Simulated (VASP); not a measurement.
SiW (CsCl type):

```
CELL_PARAMETERS angstrom
2.92940 0.00000 0.00000
0.00000 2.92940 0.00000
0.00000 0.00000 2.92940
ATOMIC_POSITIONS crystal
W 0.00000 0.00000 0.00000
Si 0.50000 0.50000 0.50000
```

```yaml
Program: VASP 6.6.1
Task: relaxation of cell and atoms
Functional: PBE
Potentials_or_basis: VASP PAW PBE potentials, release 64 (W_sv, Si)
Cutoff: 600 eV
k_mesh: 11 × 11 × 11
Occupations: fermi-dirac, width 0.03 eV
Spin: no spin polarisation
```

At the start: pressure 39.4 GPa; volume 12.57 Å³/atom.

Problem. Where does the relaxation end?

Solution. Over 5 steps the energy falls by 189.9 meV/atom and the volume is 14.30 Å³/atom (+13.8 %); space group Pm-3m (No. 221, to 0.05 Å).

Step by step:
```
step  energy change (eV)  largest force (eV/Å)  pressure (GPa)  volume (Å³)
   1              0.0000                0.0000           39.42        25.14
   2              0.9769                0.0000          -35.23        38.15
   3             -0.3760                0.0000           -2.97        28.99
   4             -0.3796                0.0000           -0.55        28.67
   5             -0.3797                0.0000            0.03        28.60
```

Final structure:
```cif
data_structure
_symmetry_space_group_name_H-M 'P 1'
_symmetry_Int_Tables_number 1
_cell_length_a 3.0581
_cell_length_b 3.0581
_cell_length_c 3.0581
_cell_angle_alpha 90.000
_cell_angle_beta 90.000
_cell_angle_gamma 90.000
_cell_volume 28.60
loop_
_atom_site_label
_atom_site_type_symbol
_atom_site_fract_x
_atom_site_fract_y
_atom_site_fract_z
_atom_site_occupancy
W1 W 0.00000 0.00000 0.00000 1
Si1 Si 0.50000 0.50000 0.50000 1
```
